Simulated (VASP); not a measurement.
The system is Al3BiO3.

```
CELL_PARAMETERS angstrom
3.50000 0.00000 0.00000
-1.75000 3.03109 0.00000
0.00000 0.00000 9.40000
ATOMIC_POSITIONS crystal
Al 0.33333 0.66667 0.65000
Al 0.00000 0.00000 0.36000
Al 0.33333 0.66667 0.17000
Bi 0.00000 0.00000 0.00000
O 0.33333 0.66667 0.46000
O 0.00000 0.00000 0.70000
O 0.66667 0.33333 0.26500
```

- Program: VASP 6.6.1
- Task: relaxation of cell and atoms
- Functional: PBE
- Potentials or basis: VASP PAW PBE potentials, release 64 (Al, Bi_d, O)
- Cutoff: 600 eV
- k mesh: 4 × 4 × 2
- Occupations: gaussian, width 0.15 eV
- Spin: no spin polarisation

At the start: pressure 4.2 GPa; volume 14.25 Å³/atom.

Task: How do energy, volume and symmetry change on relaxing?

Result: Over 27 steps the energy falls by 680.2 meV/atom and the volume is 14.96 Å³/atom (+5.0 %); space group P3m1 (No. 156, to 0.05 Å).

Step by step:
```csv
step,energy change (eV),largest force (eV/Å),pressure (GPa),volume (Å³)
1,0.0000,4.0774,4.18,99.72
2,-2.1075,1.5066,-6.22,104.69
3,-2.3235,1.6454,-7.83,106.18
4,-2.3254,2.0695,-9.10,108.91
5,-2.3760,1.8897,-8.71,107.59
6,-3.0327,2.2595,4.85,95.85
7,-3.0449,2.2098,3.06,96.98
8,-3.5363,1.3250,1.10,97.47
9,-3.6866,1.4482,0.58,97.94
10,-3.9785,1.1175,-0.70,99.25
11,-4.0132,1.4607,-0.67,99.79
12,-4.2808,1.6930,1.27,99.89
13,-4.3549,2.2194,3.41,99.93
14,-4.6065,1.0000,0.90,102.76
15,-4.6312,0.9543,-0.16,104.07
16,-4.6877,0.5127,-0.50,104.80
17,-4.6877,0.5123,-0.51,104.81
18,-4.7109,0.4195,0.01,104.44
19,-4.7221,0.2960,0.71,103.98
20,-4.7371,0.2844,0.08,104.63
21,-4.7465,0.5804,-1.29,106.06
22,-4.7478,0.4491,-0.89,105.62
23,-4.7567,0.2399,-0.73,105.49
24,-4.7583,0.1067,-0.60,105.41
25,-4.7601,0.0862,-0.16,105.00
26,-4.7605,0.0806,0.18,104.70
27,-4.7611,0.0632,0.08,104.71
```

Final structure:
```
Al Bi O
1.0
     3.10194    0.00000    0.00000
    -1.55097    2.68636    0.00000
     0.00000    0.00000   12.56597
Al Bi O
3 1 3
Direct
  0.33333 0.66667 0.63073
  0.00000 0.00000 0.39991
  0.33333 0.66667 0.12645
  0.00000 0.00000 0.94447
  0.33333 0.66667 0.49133
  0.00000 0.00000 0.66835
  0.66667 0.33333 0.34375
```

Caveat: the k points lie up to 0.58 Å⁻¹ apart in the final cell; the relaxation stopped at a loose force limit of 0.08 eV/Å, so its end isn't a converged minimum.
